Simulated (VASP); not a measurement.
Here is a VASP 6.6.1 calculation.

File INCAR:

```
SYSTEM = InP
PREC = Accurate
ENCUT = 520
EDIFF = 1E-6
ISMEAR = 0
SIGMA = 0.15
LREAL = .FALSE.
LASPH = .TRUE.
NELM = 100
ALGO = Normal
ISIF = 2
LWAVE = .FALSE.
LCHARG = .FALSE.
GGA = PE
NBANDS = 16
```

The input KPOINTS:

```
Automatic mesh
0
G
  14 14 14
  0 0 0
```

The input POSCAR:

```
InP
1.0
    0.0000000000      2.8550000000      2.8550000000
    2.8550000000      0.0000000000      2.8550000000
    2.8550000000      2.8550000000      0.0000000000
In P
1 1
Direct
   -0.0043782837     -0.0043782837      0.0043782837
    0.5000000000      0.5000000000      0.5000000000
```

Potentials or basis: VASP PAW PBE potentials, release 64 (In_d, P).

Launch:

```sh
$ cat potpaw_PBE.64/In_d/POTCAR potpaw_PBE.64/P/POTCAR > POTCAR
$ mpirun -np 1 vasp_std > vasp.out
```

Q: Predict the pressure.

A: -5.3 GPa.

Q: Estimate the band gap on the k mesh.

A: Zero (band 9 reaches 6.24 eV, above the bottom of band 10 at 3.92 eV).

Forces on the atoms (eV/Å):
```
In   0.000  0.000  0.021
P    0.000  0.000 -0.021
```

Caveat: the cell differs from its parent crystal (all In atoms moved +0.025 Å, as atom 1 towards its neighbour atom 2 (P) at 2.855 Å); spin-orbit coupling is left out, which moves the levels of the heavy elements.
